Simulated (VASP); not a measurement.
# Se (Im-3m) in VASP: notebook

The runs below take Se through single point, relaxation of cell and atoms, with PBEsol.

Program: VASP 6.6.1. These are calculated values, not measurements. Logs are shortened: lines on timing, memory, paths and dates and some standing lists are left out, and cuts for length are marked.

### Step 1. The cell of the first run

The structure is cubic, space group Im-3m (No. 229). Conventional cell: a = 2.826 Å, b = 2.826 Å, c = 2.826 Å, α = 90.00°, β = 90.00°, γ = 90.00°. Within 3.2 Å of Se (site symmetry m-3m) lie 14 Se at 2.45 to 2.83 Å.

This isn't the form of Se at room conditions, which is trigonal, of chains.

### Step 2. Single point, PBEsol

Contents of INCAR:

```
SYSTEM = Se
PREC = Accurate
ENCUT = 520
EDIFF = 1E-7
ISMEAR = 0
SIGMA = 0.1
LREAL = .False.
LASPH = .True.
NELM = 100
ALGO = Normal
ISIF = 2
LWAVE = .False.
LCHARG = .False.
GGA = PS
NBANDS = 9
```

Contents of KPOINTS:

```
Automatic mesh
0
Gamma
  20 20 20
  0 0 0
```

Contents of POSCAR:

```
Se
1.0
   -1.4132361948      1.4132361948      1.4132361948
    1.4132361948     -1.4132361948      1.4132361948
    1.4132361948      1.4132361948     -1.4132361948
Se
1
Direct
    0.0000000000      0.0000000000      0.0000000000
```

Potentials or basis: VASP PAW PBE potentials, release 64 (Se).

The run is started by

```sh
cat potpaw_PBE.64/Se/POTCAR > POTCAR
mpirun -np 1 vasp_std > vasp.out
```

OUTCAR:

```text
SYSTEM = Se
   PREC = Accurate
   ENCUT = 520
   EDIFF = 1E-7
   ISMEAR = 0
   LREAL = .False.
   LASPH = .True.
   NELM = 100
   ISIF = 2
   GGA = PS

 ion  position               nearest neighbor table
   1  0.000  0.000  0.000-

  LATTYP: Found a body centered cubic cell.
 ALAT       =     2.8264723896

  Lattice vectors:

 A1 = (  -1.4132361948,   1.4132361948,   1.4132361948)
 A2 = (   1.4132361948,  -1.4132361948,   1.4132361948)
 A3 = (   1.4132361948,   1.4132361948,  -1.4132361948)

Analysis of symmetry for initial positions (statically):
=====================================================================
 Subroutine PRICEL returns:
 Original cell was already a primitive cell.

 Routine SETGRP: Setting up the symmetry group for a
 body centered cubic supercell.

 Subroutine GETGRP returns: Found 48 space group operations
 (whereof 48 operations were pure point group operations)
 out of a pool of 48 trial point group operations.

The static configuration has the point symmetry O_h .

Analysis of symmetry for dynamics (positions and initial velocities):
=====================================================================
 Subroutine PRICEL returns:
 Original cell was already a primitive cell.

 Routine SETGRP: Setting up the symmetry group for a
 body centered cubic supercell.

 Subroutine GETGRP returns: Found 48 space group operations
 (whereof 48 operations were pure point group operations)
 out of a pool of 48 trial point group operations.

The dynamic configuration has the point symmetry O_h .

 Subroutine INISYM returns: Found 48 space group operations
 (whereof 48 operations are pure point group operations),
 and found     1 'primitive' translations

----------------------------------------------------------------------------------------

                                     Primitive cell

  volume of cell :      11.2903

  direct lattice vectors                    reciprocal lattice vectors
    -1.413236195  1.413236195  1.413236195     0.000000000  0.353797901  0.353797901
     1.413236195 -1.413236195  1.413236195     0.353797901  0.000000000  0.353797901
     1.413236195  1.413236195 -1.413236195     0.353797901  0.353797901  0.000000000

  length of vectors
     2.447796892  2.447796892  2.447796892     0.500345791  0.500345791  0.500345791

  position of ions in fractional coordinates (direct lattice)
     0.000000000  0.000000000  0.000000000

  ion indices of the primitive-cell ions
   primitive index   ion index
                 1           1

----------------------------------------------------------------------------------------

 KPOINTS: Automatic mesh

Automatic generation of k-mesh.
 Grid dimensions read from file:
 generate k-points for:   20   20   20

 Generating k-lattice:

  Cartesian coordinates                     Fractional coordinates (reciprocal lattice)
     0.000000000  0.017689895  0.017689895     0.050000000  0.000000000  0.000000000
     0.017689895  0.000000000  0.017689895     0.000000000  0.050000000  0.000000000
     0.017689895  0.017689895  0.000000000     0.000000000  0.000000000  0.050000000

  Length of vectors
     0.025017290  0.025017290  0.025017290

  Shift w.r.t. Gamma in fractional coordinates (k-lattice)
     0.000000000  0.000000000  0.000000000

 Subroutine IBZKPT returns following result:
 ===========================================

 Found    256 irreducible k-points:

 Following reciprocal coordinates:
            Coordinates               Weight
  0.000000  0.000000  0.000000      1.000000
  0.050000  0.000000  0.000000     12.000000
  0.100000  0.000000  0.000000     12.000000
  0.150000  0.000000  0.000000     12.000000
  0.200000  0.000000  0.000000     12.000000
  0.250000  0.000000  0.000000     12.000000
[... 16 lines left out ...]
  0.200000  0.100000  0.000000     48.000000
  0.250000  0.100000 -0.000000     48.000000
 [... further k-points ...]
   k-points           NKPTS =    256   k-points in BZ     NKDIM =    256   number of bands    NBANDS=      9
   number of dos      NEDOS =    301   number of ions     NIONS =      1
   total plane-waves  NPLWV =   5832
   dimension x,y,z NGX =    18 NGY =   18 NGZ =   18
   dimension x,y,z NGXF=    36 NGYF=   36 NGZF=   36
   ions per type =               1
   NGX,Y,Z   is equivalent  to a cutoff of  12.22, 12.22, 12.22 a.u.
   NGXF,Y,Z  is equivalent  to a cutoff of  24.45, 24.45, 24.45 a.u.
 SYSTEM =  Se
   PREC   = accura    normal or accurate (medium, high low for compatibility)
   ISTART =      0    job   : 0-new  1-cont  2-samecut
   ICHARG =      2    charge: 1-file 2-atom 10-const
   ISPIN  =      1    spin polarized calculation?
   LNONCOLLINEAR =      F non collinear calculations
   LSORBIT =      F    spin-orbit coupling
   LASPH  =      T    aspherical Exc in radial PAW
   ENCUT  =  520.0 eV  38.22 Ry    6.18 a.u.   4.55  4.55  4.55*2*pi/ulx,y,z
   NELM   =    100;   NELMIN=  2; NELMDL= -5     # of ELM steps
   EDIFF  = 0.1E-06   stopping-criterion for ELM
   LREAL  =      F    real-space projection
   EDIFFG = 0.1E-05   stopping-criterion for IOM
   NSW    =      0    number of steps for IOM
   IBRION =     -1    ionic relax: 0-MD 1-quasi-New 2-CG
   NFREE  =      0    steps in history (QN), initial steepest desc. (CG)
   ISIF   =      2    stress and relaxation
   ISYM   =      2    0-nonsym 1-usesym 2-fastsym
   POTIM  = 0.5000    time-step for ionic-motion
   TEBEG  =    0.0;   TEEND  =   0.0 temperature during run
   PSTRESS=    0.0 pullay stress
   NELECT =       6.0000    total number of electrons
   NUPDOWN=      -1.0000    fix difference up-down
   EMIN   =  10.00;   EMAX   =-10.00  energy-range for DOS
   EFERMI =   0.00;   METHOD = LEGACY
   ISMEAR =     0;   SIGMA  =   0.10  broadening in eV -4-tet -1-fermi 0-gaus
   EFERMI_NEDOS =   21; number of points for ismear=-14 and -15
   IALGO  =     38    algorithm
   IMIX   =      4    mixing-type and parameters
     AMIX     =   0.40;   BMIX     =  1.00
     AMIX_MAG =   1.60;   BMIX_MAG =  1.00
  volume/ion in A,a.u.               =      11.29        76.19
  Fermi-wavevector in a.u.,A,eV,Ry     =   1.326042  2.505855 23.924300  1.758386
  Thomas-Fermi vector in A             =   2.455458
   LORBIT       =      0    0 simple, 1 ext, 2 COOP (PROOUT), +10 PAW based schemes
   GGA     = PS    functional components
   LHFCALC =     F    Hartree Fock is set to
   AEXX    =    0.0000 exact exchange contribution
   IVDW    =     0    specifies the selected vdW correction
   LEPSILON=     F    determine dielectric tensor
   LRPA    =     F    only Hartree local field effects (RPA)
 non-spin polarized calculation
 Gauss-broadening in eV      SIGMA  =   0.10
  energy-cutoff  :      520.00
  volume of cell :       11.29
 maximum number of plane-waves:       321
   NGX =  9   NGY =  9   NGZ =  9

 number of electron       6.0000000 magnetization

 Free energy of the ion-electron system (eV)
  ---------------------------------------------------
  ext. energy  EPLUGINS =         0.00000000
  ---------------------------------------------------
  free energy    TOTEN  =        -1.06313106 eV

  energy without entropy =       -1.06077219  energy(sigma->0) =       -1.06195163

 E-fermi :  14.8681     XC(G=0): -13.5281

 val. band max:       14.8665649470   @ k =  -0.4500   0.4500   0.2000
 cond. band min:      14.8825759510   @ k =   0.2500   0.2000   0.0500
 fundamental gap:      0.0160110040
 Fermi energy:        14.8681121766

 k-point     1 :       0.0000    0.0000    0.0000
  band No.  band energies     occupation
      1      -8.8720      2.00000
      2      22.2294      0.00000
      3      22.2294      0.00000
      4      22.2294      0.00000
      5      28.8342      0.00000
      6      28.8342      0.00000
      7      28.8342      0.00000
      8      32.5707      0.00000
      9      32.5707      0.00000

 k-point     2 :       0.0500    0.0000    0.0000
  band No.  band energies     occupation
      1      -8.7787      2.00000
      2      21.4722      0.00000
      3      21.8147      0.00000
      4      22.1345      0.00000
      5      28.3034      0.00000
      6      28.6504      0.00000
      7      29.4045      0.00000
      8      31.2287      0.00000
      9      31.7699      0.00000

 k-point     3 :       0.1000    0.0000    0.0000
  band No.  band energies     occupation
      1      -8.4986      2.00000
      2      19.5862      0.00000
      3      20.8591      0.00000
      4      21.8579      0.00000
      5      27.2395      0.00000
      6      27.7625      0.00000
      7      30.8271      0.00000
      8      31.0779      0.00000
      9      31.1355      0.00000

 k-point     4 :       0.1500    0.0000    0.0000
  band No.  band energies     occupation
      1      -8.0323      2.00000
      2      17.1659      0.00000
      3      19.7458      0.00000
      4      21.4298      0.00000
      5      26.1230      0.00000
      6      26.6375      0.00000
      7      30.9009      0.00000
      8      31.6070      0.00000
      9      32.7204      0.00000
[... 205 lines left out ...]
 k-point    22 :       0.1500    0.1000    0.0000
  band No.  band energies     occupation
      1      -7.1010      2.00000
      2      14.4664      2.00000
      3      16.9624      0.00000
      4      19.7645      0.00000
      5      25.8282      0.00000
      6      26.9986      0.00000
      7      30.2770      0.00000
      8      33.1376      0.00000
      9      35.1383      0.00000

 k-point    23 :       0.2000    0.1000    0.0000
  band No.  band energies     occupation
      1      -6.2654      2.00000
      2      12.0623      2.00000
      3      15.8148      0.00000
      4      19.0753      0.00000
      5      25.1613      0.00000
      6      26.8101      0.00000
      7      30.3682      0.00000
      8      34.8031      0.00000
      9      36.4562      0.00000

 k-point    24 :       0.2500    0.1000   -0.0000
  band No.  band energies     occupation
      1      -5.2491      2.00000
      2       9.6272      2.00000
      3      14.9190      0.47173
      4      18.4581      0.00000
      5      24.5352      0.00000
      6      26.5981      0.00000
      7      30.7567      0.00000
      8      36.3337      0.00000
      9      38.2736      0.00000

 [... further k-points ...]
[... 5 lines left out ...]
  --------------------------------------------------------------------------------------
  -------------------------------------------------------------------------------------
  Total       10.6146906     10.6146906     10.6146906      0.0000000      0.0000000      0.0000000
  in kB     1506.3076331   1506.3076331   1506.3076331      0.0000000      0.0000000      0.0000000
  external PRESSURE =    1506.3076331 kB  Pullay stress =       0.0000000 kB

 VOLUME and BASIS-vectors are now :
 -----------------------------------------------------------------------------
  energy-cutoff  :      520.00
  volume of cell :       11.29
      direct lattice vectors                 reciprocal lattice vectors
    -1.413236195  1.413236195  1.413236195     0.000000000  0.353797901  0.353797901
     1.413236195 -1.413236195  1.413236195     0.353797901  0.000000000  0.353797901
     1.413236195  1.413236195 -1.413236195     0.353797901  0.353797901  0.000000000

 POSITION                                       TOTAL-FORCE (eV/Angst)
 -----------------------------------------------------------------------------------
      0.00000      0.00000      0.00000         0.000000      0.000000     -0.000000
 -----------------------------------------------------------------------------------
    total drift:                                0.000000     -0.000000      0.000000

  FREE ENERGIE OF THE ION-ELECTRON SYSTEM (eV)
  ---------------------------------------------------
  free  energy   TOTEN  =        -1.0631310634 eV

  energy  without entropy=       -1.0607721896  energy(sigma->0) =       -1.06195163
```

Run time: 7.5 s. Hardware: 1 thread of Intel Xeon 6975P-C (Granite Rapids), shared host; peak memory 0.13 GiB.

What came out:

```
Free energy            : -1.0631 eV
Pressure               : 150.6 GPa
Band gap on the k mesh : zero (bands 3 and 4 overlap by 15.63 eV)
```

Caveat: the cell stands under pressure; the PAW data sets were made with another functional, which shifts forces and pressure a little.

[end of part 1 of 2]
